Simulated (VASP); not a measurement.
Write the native input for VASP 6.6.1 that does the following.

```
Task                   : single point
Functional             : LDA
Potentials or basis    : VASP PAW LDA potentials, release 64 (Pt)
Cutoff                 : 500 eV
k mesh                 : 8 × 8 × 8
Occupations            : gaussian, width 0.1 eV
Spin                   : no spin polarisation
Dipole correction      : no
Further INCAR settings : ALGO = Normal; EDIFF = 1e-06; NBANDS = 11
```

The structure of Pt lies in POSCAR:

```
Pt
1.0
   -1.5534329679      1.5534329679      1.5534329679
    1.5534329679     -1.5534329679      1.5534329679
    1.5534329679      1.5534329679     -1.5534329679
Pt
1
Direct
    0.0000000000      0.0000000000      0.0000000000
```

This isn't the form of Pt at room conditions, which is fcc.

The input as run:

INCAR

```
SYSTEM = Pt
PREC = Accurate
ENCUT = 500
EDIFF = 1E-6
ISMEAR = 0
SIGMA = 0.1
LREAL = .FALSE.
LASPH = .TRUE.
NELM = 120
ALGO = Normal
ISIF = 2
LWAVE = .FALSE.
LCHARG = .FALSE.
GGA = CA
NBANDS = 11
GGA_COMPAT = .FALSE.
```

KPOINTS

```
Automatic mesh
0
G
  8 8 8
  0 0 0
```

Potentials or basis: VASP PAW LDA potentials, release 64 (Pt).

Run with:

```bash
$ cat potpaw_LDA.64/Pt/POTCAR > POTCAR
$ mpirun -np 1 vasp_std > vasp.out
```

It gave:

```
Pressure               : 0.7 GPa
Band gap on the k mesh : zero (bands 5 and 6 overlap by 2.15 eV)
```

Caveat: spin-orbit coupling is left out, which moves the levels of the heavy elements.

Run time: 6.3 s on 1 thread of Intel Xeon 8259CL, with other jobs on the host, peak memory 0.12 GiB.
